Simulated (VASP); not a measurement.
Runs of VASP 6.6.1 on CuI. The structure is that of space group I4/mmm (No. 139), or close to it. The cells are those of the table. 

```tsv
cell	gap on the mesh (eV)	pressure (GPa)
a = 3.948, b = 4.048 Å, angles 59.2, 61.7, 59.2°, 2 atoms	none	(a)
a = 4.228, b = 4.048 Å, angles 61.4, 57.2, 61.4°, 2 atoms	none	-5.6
a = 3.899, b = 4.048 Å, angles 58.7, 62.5, 58.7°, 2 atoms	none	1.4
a = 4.255, b = 4.048 Å, angles 61.6, 56.8, 61.6°, 2 atoms	none	-5.6
a = 4.202, b = 4.048 Å, angles 61.2, 57.6, 61.2°, 2 atoms	none	-5.4
a = 3.851, b = 4.048 Å, angles 58.3, 63.4, 58.3°, 2 atoms	none	4.2
```

Alike in all rows: task single point; level PBEsol; potentials or basis VASP PAW PBE potentials, release 64 (Cu, I); no spin polarisation; k mesh 14 × 14 × 14; cutoff (eV) 520; smearing gaussian 0.15 eV.

Q: Fill in the values left out.

A: (a) -0.7.

Caveats: the PAW data sets were made with another functional, which shifts forces and pressure a little; spin-orbit coupling is left out, which moves the levels of the heavy elements; semilocal functionals often make such compounds metallic where correlation or magnetic order opens a gap, which also shifts bond lengths.

A k mesh can miss the band edges, and the runs leave out spin-orbit coupling on I.

A gap of «none» marks levels without a gap at the run's occupations.
